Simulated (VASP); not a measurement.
# Ge in VASP: a series of runs, part 2 of 2

VASP 6.6.1.

### 4 Electric field gradients, LDA (equal xy, yz and zx shear strains of +2 %)

INCAR

```
PREC = Accurate
ENCUT = 520
EDIFF = 1E-8
ISMEAR = -1
SIGMA = 0.05
LREAL = F
LASPH = T
NELM = 80
ALGO = Normal
ISIF = 2
LWAVE = F
LCHARG = F
GGA = CA
LEFG = T
NBANDS = 21
```

KPOINTS

```
Automatic mesh
0
Gamma
  10 10 10
```

POSCAR

```
Ge
1.0
    0.0565754000      2.8570577000      2.8570577000
    2.8570577000      0.0565754000      2.8570577000
    2.8570577000      2.8570577000      0.0565754000
Ge
2
Direct
    0.5000000000      0.5000000000      0.5000000000
    0.7500000000      0.7500000000      0.7500000000
```

Potentials or basis: VASP PAW LDA potentials, release 64 (Ge_d).

Run with:

```sh
> cat potpaw_LDA.64/Ge_d/POTCAR > POTCAR
> mpirun -np 1 vasp_std > vasp.out
```

OUTCAR:

```text
PREC = Accurate
   ENCUT = 520
   EDIFF = 1E-8
   ISMEAR = -1
   LREAL = F
   LASPH = T
   NELM = 80
   ISIF = 2
   GGA = CA

 ion  position               nearest neighbor table
   1  0.500  0.500  0.500-   2 2.43   2 2.43   2 2.43   2 2.50
   2  0.750  0.750  0.750-   1 2.43   1 2.43   1 2.43   1 2.50

  LATTYP: Found a trigonal (rhomboedric) cell.
 ALAT       =     4.0408858160
 COS(alpha) =     0.5197000882

  Lattice vectors:

 A1 = (   0.0565754000,   2.8570577000,   2.8570577000)
 A2 = (   2.8570577000,   0.0565754000,   2.8570577000)
 A3 = (   2.8570577000,   2.8570577000,   0.0565754000)

Analysis of symmetry for initial positions (statically):
=====================================================================
 Subroutine PRICEL returns:
 Original cell was already a primitive cell.

 Routine SETGRP: Setting up the symmetry group for a
 trigonal (rhombohedral) supercell.

 Subroutine GETGRP returns: Found 12 space group operations
 (whereof  6 operations were pure point group operations)
 out of a pool of 12 trial point group operations.

The static configuration has the point symmetry C_3v.
 The point group associated with its full space group is D_3d.

Analysis of symmetry for dynamics (positions and initial velocities):
=====================================================================
 Subroutine PRICEL returns:
 Original cell was already a primitive cell.

 Routine SETGRP: Setting up the symmetry group for a
 trigonal (rhombohedral) supercell.

 Subroutine GETGRP returns: Found 12 space group operations
 (whereof  6 operations were pure point group operations)
 out of a pool of 12 trial point group operations.

The dynamic configuration has the point symmetry C_3v.
 The point group associated with its full space group is D_3d.

 Subroutine INISYM returns: Found 12 space group operations
 (whereof  6 operations are pure point group operations),
 and found     1 'primitive' translations

----------------------------------------------------------------------------------------

                                     Primitive cell

  volume of cell :      45.2578

  direct lattice vectors                    reciprocal lattice vectors
     0.056575400  2.857057700  2.857057700    -0.180291074  0.176790276  0.176790276
     2.857057700  0.056575400  2.857057700     0.176790276 -0.180291074  0.176790276
     2.857057700  2.857057700  0.056575400     0.176790276  0.176790276 -0.180291074

  length of vectors
     4.040885816  4.040885816  4.040885816     0.308244180  0.308244180  0.308244180

  position of ions in fractional coordinates (direct lattice)
     0.500000000  0.500000000  0.500000000
     0.750000000  0.750000000  0.750000000

  ion indices of the primitive-cell ions
   primitive index   ion index
                 1           1
                 2           2

----------------------------------------------------------------------------------------

 KPOINTS: Automatic mesh

[... 72 lines left out ...]
   NFREE  =      0    steps in history (QN), initial steepest desc. (CG)
   ISIF   =      2    stress and relaxation
   ISYM   =      2    0-nonsym 1-usesym 2-fastsym
   POTIM  = 0.5000    time-step for ionic-motion
   TEBEG  =    0.0;   TEEND  =   0.0 temperature during run
   PSTRESS=    0.0 pullay stress
   NELECT =      28.0000    total number of electrons
   NUPDOWN=      -1.0000    fix difference up-down
   EMIN   =  10.00;   EMAX   =-10.00  energy-range for DOS
   EFERMI =   0.00;   METHOD = LEGACY
   ISMEAR =    -1;   SIGMA  =   0.05  broadening in eV -4-tet -1-fermi 0-gaus
   EFERMI_NEDOS =   21; number of points for ismear=-14 and -15
   IALGO  =     38    algorithm
   IMIX   =      4    mixing-type and parameters
     AMIX     =   0.40;   BMIX     =  1.00
     AMIX_MAG =   1.60;   BMIX_MAG =  1.00
  volume/ion in A,a.u.               =      22.63       152.71
  Fermi-wavevector in a.u.,A,eV,Ry     =   1.394964  2.636100 26.475913  1.945925
  Thomas-Fermi vector in A             =   2.518462
   LORBIT       =      0    0 simple, 1 ext, 2 COOP (PROOUT), +10 PAW based schemes
   GGA     = CA    functional components
   LHFCALC =     F    Hartree Fock is set to
   AEXX    =    0.0000 exact exchange contribution
   IVDW    =     0    specifies the selected vdW correction
   LEPSILON=     F    determine dielectric tensor
   LRPA    =     F    only Hartree local field effects (RPA)
 non-spin polarized calculation
  energy-cutoff  :      520.00
  volume of cell :       45.26
 maximum number of plane-waves:      1249
   NGX = 15   NGY = 15   NGZ = 15

 number of electron      28.0000014 magnetization

 Free energy of the ion-electron system (eV)
  ---------------------------------------------------
  ext. energy  EPLUGINS =         0.00000000
  ---------------------------------------------------
  free energy    TOTEN  =       -10.37317815 eV

  energy without entropy =      -10.37228253  energy(sigma->0) =      -10.37273034

 E-fermi :   4.6867     XC(G=0): -10.2903

 val. band max:        4.6851421682   @ k =   0.0000   0.0000   0.0000
 cond. band min:       4.7102486836   @ k =   0.5000  -0.0000  -0.0000
 fundamental gap:      0.0251065154
 Fermi energy:         4.6867395697

 k-point     1 :       0.0000    0.0000    0.0000
  band No.  band energies     occupation
      1     -20.2241      2.00000
      2     -20.2241      2.00000
      3     -20.1928      2.00000
      4     -20.1768      2.00000
      5     -20.1768      2.00000
      6     -19.9861      2.00000
[... 565 lines left out ...]
     20      16.1992      0.00000
     21      16.5516      0.00000

 [... further k-points ...]

------------------------ aborting loop because EDIFF is reached ----------------------------------------

  FORCE on cell =-STRESS in cart. coord.  units (eV):
  Direction    XX          YY          ZZ          XY          YZ          ZX
  --------------------------------------------------------------------------------------
  -------------------------------------------------------------------------------------
  Total       -0.2927667     -0.2927667     -0.2927667     -0.4353722     -0.4353722     -0.4353722
  in kB      -10.3642705    -10.3642705    -10.3642705    -15.4126677    -15.4126677    -15.4126677
  external PRESSURE =     -10.3642705 kB  Pullay stress =       0.0000000 kB

 VOLUME and BASIS-vectors are now :
 -----------------------------------------------------------------------------
  energy-cutoff  :      520.00
  volume of cell :       45.26
      direct lattice vectors                 reciprocal lattice vectors
     0.056575400  2.857057700  2.857057700    -0.180291074  0.176790276  0.176790276
     2.857057700  0.056575400  2.857057700     0.176790276 -0.180291074  0.176790276
     2.857057700  2.857057700  0.056575400     0.176790276  0.176790276 -0.180291074

 POSITION                                       TOTAL-FORCE (eV/Angst)
 -----------------------------------------------------------------------------------
      2.88535      2.88535      2.88535         0.144391      0.144391      0.144391
      4.32802      4.32802      4.32802        -0.144391     -0.144391     -0.144391
 -----------------------------------------------------------------------------------
    total drift:                                0.000000     -0.000000      0.000000

  FREE ENERGIE OF THE ION-ELECTRON SYSTEM (eV)
  ---------------------------------------------------
  free  energy   TOTEN  =       -10.3731781480 eV

  energy  without entropy=      -10.3722825300  energy(sigma->0) =      -10.37273034

 Electric field gradients (V/A^2)
---------------------------------------------------------------------
 ion       V_xx      V_yy      V_zz      V_xy      V_xz      V_yz
---------------------------------------------------------------------
   1      -0.000    -0.000    -0.000     9.770     9.770     9.770
   2      -0.000    -0.000    -0.000     9.770     9.770     9.770
---------------------------------------------------------------------

 Electric field gradients after diagonalization (V/A^2)
 (convention: |V_zz| > |V_xx| > |V_yy|)
----------------------------------------------------------------------
 ion       V_xx      V_yy      V_zz     asymmetry (V_yy - V_xx)/ V_zz
----------------------------------------------------------------------
   1      -9.770    -9.770    19.539       0.000
   2      -9.770    -9.770    19.539       0.000
----------------------------------------------------------------------

           NMR quadrupolar parameters

 Cq : quadrupolar parameter    Cq=e*Q*V_zz/h
 eta: asymmetry parameters     (V_yy - V_xx)/ V_zz
 Q  : nuclear electric quadrupole moment in mb (millibarn)
----------------------------------------------------------------------
 ion       Cq(MHz)       eta       Q (mb)
----------------------------------------------------------------------
   1       0.047       0.000       1.000
   2       0.047       0.000       1.000
----------------------------------------------------------------------
```

stdout:

```text
POSCAR found type information on POSCAR Ge
 POSCAR found :  1 types and       2 ions
 scaLAPACK will be used
 LDA part: xc-table for (Slater(with rela. corr.)+CA(PZ))
 , standard interpolation
 POSCAR, INCAR and KPOINTS ok, starting setup
 FFT: planning ... GRIDC
 FFT: planning ... GRID_SOFT
 FFT: planning ... GRID
 WAVECAR not read
 entering main loop
ion   1

ion   2
```

It took 52 s on 1 thread of Intel Xeon Platinum 8488C (Sapphire Rapids), shared host; peak memory 0.21 GiB.

What came out:

* Free energy: -10.3732 eV
* Pressure: -1.0 GPa
* Largest force: 0.250 eV/Å
* Band gap on the k mesh: zero (band 14 reaches 4.75 eV, above the bottom of band 15 at 4.71 eV)

Forces on the atoms (eV/Å):
```
Ge   0.144  0.144  0.144
Ge  -0.144 -0.144 -0.144
```

Levels at points of the mesh, in eV from the Fermi level:
| k point | band 10 | band 11 | band 12 | band 13 | band 14 | band 15 | band 16 | band 17 | band 18 | band 19 |
| --- | --- | --- | --- | --- | --- | --- | --- | --- | --- | --- |
| (0.00, 0.00, 0.00) | -24.64 | -12.77 | -0.14 | 0.00 | 0.06 | 0.06 | 2.32 | 2.72 | 2.72 | 6.27 |
| (0.50, 0.00, 0.00) | -24.60 | -10.61 | -7.63 | -1.42 | -1.40 | 0.02 | 3.58 | 3.89 | 6.97 | 10.21 |
| (0.50, 0.50, 0.00) | -24.59 | -8.98 | -8.79 | -3.13 | -2.94 | 0.59 | 0.82 | 9.39 | 9.41 | 11.49 |
| (0.50, 0.50, 0.50) | -24.61 | -10.88 | -7.50 | -1.22 | -1.22 | 0.35 | 3.86 | 3.86 | 7.16 | 10.43 |

Electric field gradients, principal values (V/Å²):
```
atom   least  middle  greatest (by size)
1 Ge  -9.770  -9.770              19.539
2 Ge  -9.770  -9.770              19.539
```

Caveat: the cell differs from its parent crystal (equal xy, yz and zx shear strains of +2 %); without QUAD_EFG the Cq values of the log hold for a quadrupole moment of 1 mb, not for the nuclei.

### 5 Summary

```csv
cell,gap on the mesh (eV),pressure (GPa)
"a = 3.974 Å, angles 60.0°, 2 atoms",0.04,0.2
"a = 3.987 Å, angles 60.0°, 2 atoms",none,-0.5
"a = 4.041 Å, angles 58.7°, 2 atoms",none,-1.0
```

Alike in all rows: task electric field gradients; level LDA; potentials or basis VASP PAW LDA potentials, release 64 (Ge_d); no spin polarisation; k mesh 10 × 10 × 10; cutoff (eV) 520; smearing fermi-dirac 0.05 eV.

Absolute energies hang on the potentials; compare differences alone.
